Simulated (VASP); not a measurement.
# La3Hf in VASP: a series of runs

Runs on La3Hf. Level: PBE. Tasks: single point.

Program: VASP 6.6.1. These are calculated values, not measurements. Logs are shortened: lines on timing, memory, paths and dates and some standing lists are left out, and cuts for length are marked.

### 1 The cell of the first run

It takes space group Pm-3m (No. 221, cubic). Conventional cell: a = 5.079 Å, b = 5.079 Å, c = 5.079 Å, α = 90.00°, β = 90.00°, γ = 90.00°. Hf (site symmetry m-3m) has 12 La at 3.59 Å within 4.7 Å. Within 4.7 Å of La (site symmetry 4/mmm) lie 4 Hf at 3.59 Å and 8 La at 3.59 Å.

### 2 Single point, PBE

INCAR reads:

```
PREC = Accurate
ENCUT = 520
EDIFF = 1E-7
ISMEAR = -1
SIGMA = 0.05
LREAL = False
LASPH = True
NELM = 80
ALGO = Normal
ISIF = 2
LWAVE = False
LCHARG = False
GGA = PE
NBANDS = 30
```

KPOINTS reads:

```
Automatic mesh
0
Gamma
  5 5 5
```

POSCAR reads:

```
La3Hf
1.0
    5.0785444439      0.0000000000      0.0000000000
    0.0000000000      5.0785444439      0.0000000000
    0.0000000000      0.0000000000      5.0785444439
Hf La
1 3
Direct
    0.0000000000      0.0000000000      0.0000000000
    0.5000000000      0.5000000000      0.0000000000
    0.5000000000      0.0000000000      0.5000000000
    0.0000000000      0.5000000000      0.5000000000
```

Potentials or basis: VASP PAW PBE potentials, release 64 (Hf_pv, La).

Started as:

```sh
$ cat potpaw_PBE.64/Hf_pv/POTCAR potpaw_PBE.64/La/POTCAR > POTCAR
$ mpirun -np 1 vasp_std > vasp.out
```

OUTCAR:

```text
PREC = Accurate
   ENCUT = 520
   EDIFF = 1E-7
   ISMEAR = -1
   LREAL = False
   LASPH = True
   NELM = 80
   ISIF = 2
   GGA = PE

 ion  position               nearest neighbor table
   1  0.000  0.000  0.000-   2 3.59   3 3.59   4 3.59   3 3.59   4 3.59   2 3.59   4 3.59   4 3.59
                             2 3.59   3 3.59   3 3.59   2 3.59
   2  0.500  0.500  0.000-   1 3.59   3 3.59   4 3.59   3 3.59   4 3.59   1 3.59   3 3.59   3 3.59
                             1 3.59   4 3.59   4 3.59   1 3.59
   3  0.500  0.000  0.500-   1 3.59   2 3.59   4 3.59   1 3.59   2 3.59   2 3.59   4 3.59   2 3.59
                             1 3.59   4 3.59   1 3.59   4 3.59
   4  0.000  0.500  0.500-   1 3.59   2 3.59   3 3.59   1 3.59   2 3.59   1 3.59   3 3.59   1 3.59
                             2 3.59   3 3.59   2 3.59   3 3.59

  LATTYP: Found a simple cubic cell.
 ALAT       =     5.0785444439

  Lattice vectors:

 A1 = (   5.0785444439,   0.0000000000,   0.0000000000)
 A2 = (   0.0000000000,   5.0785444439,   0.0000000000)
 A3 = (   0.0000000000,   0.0000000000,   5.0785444439)

Analysis of symmetry for initial positions (statically):
=====================================================================
 Subroutine PRICEL returns:
 Original cell was already a primitive cell.

 Routine SETGRP: Setting up the symmetry group for a
 simple cubic supercell.

 Subroutine GETGRP returns: Found 48 space group operations
 (whereof 48 operations were pure point group operations)
 out of a pool of 48 trial point group operations.

The static configuration has the point symmetry O_h .

Analysis of symmetry for dynamics (positions and initial velocities):
=====================================================================
 Subroutine PRICEL returns:
 Original cell was already a primitive cell.

 Routine SETGRP: Setting up the symmetry group for a
 simple cubic supercell.

 Subroutine GETGRP returns: Found 48 space group operations
 (whereof 48 operations were pure point group operations)
 out of a pool of 48 trial point group operations.

The dynamic configuration has the point symmetry O_h .

 Subroutine INISYM returns: Found 48 space group operations
 (whereof 48 operations are pure point group operations),
 and found     1 'primitive' translations

----------------------------------------------------------------------------------------

                                     Primitive cell

  volume of cell :     130.9839

  direct lattice vectors                    reciprocal lattice vectors
     5.078544444  0.000000000  0.000000000     0.196906813  0.000000000  0.000000000
     0.000000000  5.078544444  0.000000000     0.000000000  0.196906813  0.000000000
     0.000000000  0.000000000  5.078544444     0.000000000  0.000000000  0.196906813

  length of vectors
     5.078544444  5.078544444  5.078544444     0.196906813  0.196906813  0.196906813

  position of ions in fractional coordinates (direct lattice)
     0.000000000  0.000000000  0.000000000
     0.500000000  0.500000000  0.000000000
     0.500000000  0.000000000  0.500000000
     0.000000000  0.500000000  0.500000000

  ion indices of the primitive-cell ions
   primitive index   ion index
                 1           1
                 2           2
                 3           3
                 4           4

----------------------------------------------------------------------------------------

 KPOINTS: Automatic mesh

Automatic generation of k-mesh.
 Grid dimensions read from file:
 generate k-points for:    5    5    5

 Generating k-lattice:

  Cartesian coordinates                     Fractional coordinates (reciprocal lattice)
     0.039381363  0.000000000  0.000000000     0.200000000  0.000000000  0.000000000
     0.000000000  0.039381363  0.000000000     0.000000000  0.200000000  0.000000000
     0.000000000  0.000000000  0.039381363     0.000000000  0.000000000  0.200000000

  Length of vectors
     0.039381363  0.039381363  0.039381363

  Shift w.r.t. Gamma in fractional coordinates (k-lattice)
     0.000000000  0.000000000  0.000000000

 Subroutine IBZKPT returns following result:
 ===========================================

 Found     10 irreducible k-points:

 Following reciprocal coordinates:
            Coordinates               Weight
  0.000000  0.000000  0.000000      1.000000
  0.200000  0.000000  0.000000      6.000000
  0.400000  0.000000  0.000000      6.000000
  0.200000  0.200000  0.000000     12.000000
  0.400000  0.200000  0.000000     24.000000
  0.400000  0.400000  0.000000     12.000000
  0.200000  0.200000  0.200000      8.000000
  0.400000  0.200000  0.200000     24.000000
  0.400000  0.400000  0.200000     24.000000
  0.400000  0.400000  0.400000      8.000000
   k-points           NKPTS =     10   k-points in BZ     NKDIM =     10   number of bands    NBANDS=     30
   number of dos      NEDOS =    301   number of ions     NIONS =      4
   total plane-waves  NPLWV =  64000
   dimension x,y,z NGX =    40 NGY =   40 NGZ =   40
   dimension x,y,z NGXF=    80 NGYF=   80 NGZF=   80
   ions per type =               1   3
   NGX,Y,Z   is equivalent  to a cutoff of  13.09, 13.09, 13.09 a.u.
   NGXF,Y,Z  is equivalent  to a cutoff of  26.19, 26.19, 26.19 a.u.
 SYSTEM =  unknown system
   PREC   = accura    normal or accurate (medium, high low for compatibility)
   ISTART =      0    job   : 0-new  1-cont  2-samecut
   ICHARG =      2    charge: 1-file 2-atom 10-const
   ISPIN  =      1    spin polarized calculation?
   LNONCOLLINEAR =      F non collinear calculations
   LSORBIT =      F    spin-orbit coupling
   LASPH  =      T    aspherical Exc in radial PAW
   ENCUT  =  520.0 eV  38.22 Ry    6.18 a.u.   9.44  9.44  9.44*2*pi/ulx,y,z
   NELM   =     80;   NELMIN=  2; NELMDL= -5     # of ELM steps
   EDIFF  = 0.1E-06   stopping-criterion for ELM
   LREAL  =      F    real-space projection
   EDIFFG = 0.1E-05   stopping-criterion for IOM
   NSW    =      0    number of steps for IOM
   IBRION =     -1    ionic relax: 0-MD 1-quasi-New 2-CG
   NFREE  =      0    steps in history (QN), initial steepest desc. (CG)
   ISIF   =      2    stress and relaxation
   ISYM   =      2    0-nonsym 1-usesym 2-fastsym
   POTIM  = 0.5000    time-step for ionic-motion
   TEBEG  =    0.0;   TEEND  =   0.0 temperature during run
   PSTRESS=    0.0 pullay stress
   NELECT =      43.0000    total number of electrons
   NUPDOWN=      -1.0000    fix difference up-down
   EMIN   =  10.00;   EMAX   =-10.00  energy-range for DOS
   EFERMI =   0.00;   METHOD = LEGACY
   ISMEAR =    -1;   SIGMA  =   0.05  broadening in eV -4-tet -1-fermi 0-gaus
   EFERMI_NEDOS =   21; number of points for ismear=-14 and -15
   IALGO  =     38    algorithm
   IMIX   =      4    mixing-type and parameters
     AMIX     =   0.40;   BMIX     =  1.00
     AMIX_MAG =   1.60;   BMIX_MAG =  1.00
  volume/ion in A,a.u.               =      32.75       220.98
  Fermi-wavevector in a.u.,A,eV,Ry     =   1.129341  2.134145 17.353019  1.275411
  Thomas-Fermi vector in A             =   2.266034
   LORBIT       =      0    0 simple, 1 ext, 2 COOP (PROOUT), +10 PAW based schemes
   GGA     = PE    functional components
   LHFCALC =     F    Hartree Fock is set to
   AEXX    =    0.0000 exact exchange contribution
   IVDW    =     0    specifies the selected vdW correction
   LEPSILON=     F    determine dielectric tensor
   LRPA    =     F    only Hartree local field effects (RPA)
 non-spin polarized calculation
  energy-cutoff  :      520.00
  volume of cell :      130.98
 maximum number of plane-waves:      3575
 NGX is ok and might be reduce to    40
   NGX = 19   NGY = 19   NGZ = 19

 number of electron      42.9999998 magnetization

 Free energy of the ion-electron system (eV)
  ---------------------------------------------------
  ext. energy  EPLUGINS =         0.00000000
  ---------------------------------------------------
  free energy    TOTEN  =       -23.81523451 eV

  energy without entropy =      -23.77102677  energy(sigma->0) =      -23.79313064

 E-fermi :   7.5187     XC(G=0):  -9.9748

 val. band max:        7.3955610626   @ k =   0.4000   0.2000   0.2000
 cond. band min:       7.5284664398   @ k =   0.4000   0.4000   0.0000
 fundamental gap:      0.1329053771
 Fermi energy:         7.5187465161

 k-point     1 :       0.0000    0.0000    0.0000
  band No.  band energies     occupation
      1     -25.1158      2.00000
      2     -24.7986      2.00000
      3     -24.7986      2.00000
      4     -23.7371      2.00000
      5     -23.7371      2.00000
      6     -23.7371      2.00000
[... 22 lines left out ...]
     29       9.3334      0.00000
     30       9.6116      0.00000

 k-point     2 :       0.2000    0.0000    0.0000
  band No.  band energies     occupation
      1     -25.0916      2.00000
      2     -24.8268      2.00000
      3     -24.7981      2.00000
      4     -23.7370      2.00000
      5     -23.7370      2.00000
      6     -23.7339      2.00000
[... 22 lines left out ...]
     29       9.4404      0.00000
     30       9.6292      0.00000

 k-point     3 :       0.4000    0.0000    0.0000
  band No.  band energies     occupation
      1     -25.0353      2.00000
      2     -24.8895      2.00000
      3     -24.7973      2.00000
      4     -23.7368      2.00000
      5     -23.7368      2.00000
      6     -23.7288      2.00000
[... 22 lines left out ...]
     29       9.3061      0.00000
     30       9.3461      0.00000

 k-point     4 :       0.2000    0.2000    0.0000
  band No.  band energies     occupation
      1     -25.0686      2.00000
      2     -24.8372      2.00000
      3     -24.8129      2.00000
      4     -23.7369      2.00000
      5     -23.7354      2.00000
      6     -23.7333      2.00000
[... 154 lines left out ...]
     29       9.1589      0.00000
     30       9.3548      0.00000

 k-point     9 :       0.4000    0.4000    0.2000
  band No.  band energies     occupation
      1     -24.9505      2.00000
      2     -24.8963      2.00000
      3     -24.8710      2.00000
      4     -23.7373      2.00000
      5     -23.7350      2.00000
      6     -23.7336      2.00000
[... 22 lines left out ...]
     29       9.0333      0.00000
     30       9.2208      0.00000

 k-point    10 :       0.4000    0.4000    0.4000
  band No.  band energies     occupation
      1     -24.9248      2.00000
      2     -24.8929      2.00000
      3     -24.8929      2.00000
      4     -23.7381      2.00000
      5     -23.7381      2.00000
      6     -23.7365      2.00000
[... 22 lines left out ...]
     29       9.0391      0.00000
     30       9.2245      0.00000

------------------------ aborting loop because EDIFF is reached ----------------------------------------

  FORCE on cell =-STRESS in cart. coord.  units (eV):
  Direction    XX          YY          ZZ          XY          YZ          ZX
  --------------------------------------------------------------------------------------
  -------------------------------------------------------------------------------------
  Total       -0.6331081     -0.6331081     -0.6331081      0.0000000      0.0000000     -0.0000000
  in kB       -7.7440949     -7.7440949     -7.7440949      0.0000000      0.0000000     -0.0000000
  external PRESSURE =      -7.7440949 kB  Pullay stress =       0.0000000 kB

 VOLUME and BASIS-vectors are now :
 -----------------------------------------------------------------------------
  energy-cutoff  :      520.00
  volume of cell :      130.98
      direct lattice vectors                 reciprocal lattice vectors
     5.078544444  0.000000000  0.000000000     0.196906813  0.000000000  0.000000000
     0.000000000  5.078544444  0.000000000     0.000000000  0.196906813  0.000000000
     0.000000000  0.000000000  5.078544444     0.000000000  0.000000000  0.196906813

 POSITION                                       TOTAL-FORCE (eV/Angst)
 -----------------------------------------------------------------------------------
      0.00000      0.00000      0.00000         0.000000      0.000000      0.000000
      2.53927      2.53927      0.00000         0.000000      0.000000      0.000000
      2.53927      0.00000      2.53927         0.000000      0.000000      0.000000
      0.00000      2.53927      2.53927         0.000000      0.000000      0.000000
 -----------------------------------------------------------------------------------
    total drift:                                0.000000     -0.000000     -0.000000

  FREE ENERGIE OF THE ION-ELECTRON SYSTEM (eV)
  ---------------------------------------------------
  free  energy   TOTEN  =       -23.8152345134 eV

  energy  without entropy=      -23.7710267727  energy(sigma->0) =      -23.79313064
```

Wall time 68 s (1 thread of Intel Xeon Platinum 8259CL at 2.50GHz (Skylake/Cascade Lake), shared host); peak memory 0.24 GiB.

What came out:

```
Free energy            : -23.8152 eV
Pressure               : -0.8 GPa
Band gap on the k mesh : zero (an odd number of electrons rules out a gap without spin polarisation)
```

Caveat: spin-orbit coupling is left out, which moves the levels of the heavy elements.

(Part 1 of 2 ends here.)

The gap in the log of VASP goes by the Fermi energy; the results here count the filled bands.